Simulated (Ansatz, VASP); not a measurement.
Ir in VASP and in Ansatz

```
Ir
1.0
     2.56712    0.00000    0.00000
     0.00000    2.56712    0.00000
     0.00000    0.00000    2.57709
Ir
1
Cartesian
  0.0000 0.0000 0.0000
```

Alike in both runs: functional PBE; k mesh 6 × 6 × 4; occupations gaussian, width 0.1 eV; no spin polarisation.

Ansatz relaxed the structure, and its values are those at the end. VASP's run is a single point on that final structure, the one shown.

```csv
,VASP,Ansatz
version,VASP 6.6.1,Ansatz 0.2.0
potentials or method,"VASP PAW PBE potentials, release 64 (Ir), cutoff 520 eV","scalar-relativistic, plane waves, PAW"
valence electrons in the cell,9,17
```

|  | VASP | Ansatz | Ansatz less VASP |
| --- | --- | --- | --- |
| gap on the k mesh at the Fermi level (eV) | none | none | - |
| pressure (GPa) | 0.1 | 0.0 | -0.12 |

A gap of «none» marks a metal or a gap that the smearing closes. With one functional, cell and mesh, what is left measures potentials, basis and numerics. VASP's potentials hold 9 valence electrons a cell and Ansatz's 17, so a difference there can come from the potentials and not from the codes.

The k mesh is coarse, so the values compare programs but aren't converged. Spin-orbit coupling is off throughout.
